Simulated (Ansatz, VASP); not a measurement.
# Ba5Na4Al2O10 in VASP and in Ansatz

The input INCAR:

```
SYSTEM = Ba5Na4Al2O10
ALGO = Normal
EDIFF = 1E-6
ENCUT = 520
GGA = PE
ISIF = 2
ISMEAR = 0
LASPH = .TRUE.
LCHARG = .FALSE.
LREAL = Auto
LWAVE = .FALSE.
NBANDS = 88
NELM = 80
PREC = Accurate
SIGMA = 0.02
```

Contents of KPOINTS:

```
k-points
0
G
  3 3 4
  0 0 0
```

POSCAR

```
Ba5Na4Al2O10
1.0
    7.3794390000      0.2903570000     -0.2253560000
    0.3193580000      8.3716470000     -0.4592290000
   -0.2195440000     -0.4412750000      6.6867370000
Ba O Al Na
5 10 2 4
Direct
    0.7855636380      0.9248448996      0.2819264729
    0.4056071748      0.5882452463      0.9742320768
    0.9242208629      0.7074512040      0.7828323406
    0.3887527182      0.9636499965      0.7205316103
    0.8915116308      0.1972829141      0.7209674247
    0.2136499926      0.0675020587      0.4213011008
    0.7169674402      0.4770656499      0.8620644174
    0.9509853341      0.5550887172      0.4318134878
    0.3207338817      0.4510044474      0.2742511236
    0.2750018955      0.6794032639      0.6304277200
    0.7327009880      0.9356688710      0.6551335249
    0.7455082096      0.2234849234      0.3624223265
    0.4577864761      0.8924294255      0.1164422424
    0.1311552633      0.7533409449      0.2026785550
    0.1074818477      0.0440266294      0.9935038280
    0.2267730648      0.9418108557      0.1872002343
    0.1711819876      0.6091448298      0.3879527714
    0.7747873181      0.4338118807      0.1849669666
    0.0670924378      0.2736404602      0.2896305344
    0.4475307230      0.1981204893      0.2745887023
    0.5770634330      0.4732485034      0.5306970968
```

Input for Ansatz:

```yaml
crystal:
  lattice:
    - [7.379439, 0.290357, -0.225356]
    - [0.319358, 8.371647, -0.459229]
    - [-0.219544, -0.441275, 6.686737]
  atoms:
    - { symbol: Ba, position: [0.785563638, 0.9248448996, 0.2819264729] }
    - { symbol: Ba, position: [0.4056071748, 0.5882452463, 0.9742320768] }
    - { symbol: Ba, position: [0.9242208629, 0.707451204, 0.7828323406] }
    - { symbol: Ba, position: [0.3887527182, 0.9636499965, 0.7205316103] }
    - { symbol: Ba, position: [0.8915116308, 0.1972829141, 0.7209674247] }
    - { symbol: O, position: [0.2136499926, 0.0675020587, 0.4213011008] }
    - { symbol: O, position: [0.7169674402, 0.4770656499, 0.8620644174] }
    - { symbol: O, position: [0.9509853341, 0.5550887172, 0.4318134878] }
    - { symbol: O, position: [0.3207338817, 0.4510044474, 0.2742511236] }
    - { symbol: O, position: [0.2750018955, 0.6794032639, 0.63042772] }
    - { symbol: O, position: [0.732700988, 0.935668871, 0.6551335249] }
    - { symbol: O, position: [0.7455082096, 0.2234849234, 0.3624223265] }
    - { symbol: O, position: [0.4577864761, 0.8924294255, 0.1164422424] }
    - { symbol: O, position: [0.1311552633, 0.7533409449, 0.202678555] }
    - { symbol: O, position: [0.1074818477, 0.0440266294, 0.993503828] }
    - { symbol: Al, position: [0.2267730648, 0.9418108557, 0.1872002343] }
    - { symbol: Al, position: [0.1711819876, 0.6091448298, 0.3879527714] }
    - { symbol: Na, position: [0.7747873181, 0.4338118807, 0.1849669666] }
    - { symbol: Na, position: [0.0670924378, 0.2736404602, 0.2896305344] }
    - { symbol: Na, position: [0.447530723, 0.1981204893, 0.2745887023] }
    - { symbol: Na, position: [0.577063433, 0.4732485034, 0.5306970968] }
basis:
  ecutwfc: 420
kpoints:
  mp_grid: { grid: [3, 3, 4] }
hamiltonian:
  xc: pbe
scf:
  occupations: { method: gaussian, width: 0.02 }
  n_extra_bands: 10
output:
  forces: true
  stress: true
  eigenvalues: true
  populations: true
  dos:
    method: { smearing: { sigma: 0.1, scheme: gaussian } }
    projected: true
    de: 0.02
  write_density: true
  write_potential: true
  elf: true
  volumetric_format: npy
```

Alike in both runs: task single point; functional PBE; k mesh 3 × 3 × 4; occupations gaussian, width 0.02 eV; no spin polarisation.

```csv
,VASP,Ansatz
version,VASP 6.6.1,Ansatz 0.2.0
potentials or method,"VASP PAW PBE potentials, release 64 (Ba_sv, O, Al, Na_pv), cutoff 520 eV","scalar-relativistic, plane waves, PAW"
valence electrons in the cell,144,152
```

|  | VASP | Ansatz | Ansatz less VASP |
| --- | --- | --- | --- |
| gap on the k mesh at the Fermi level (eV) | 2.18 | 2.23 | +0.050 |
| least direct gap on the mesh (eV) | 2.19 | 2.24 | +0.050 |
| rms of the force components (eV/Å) | 0.077 | 0.017 | -0.0600 |

Atom by atom the forces differ by 0.074 eV/Å (rms over components). VASP's potentials hold 144 valence electrons a cell and Ansatz's 152, so a difference there can come from the potentials and not from the codes.

Neither program's run includes spin-orbit coupling.
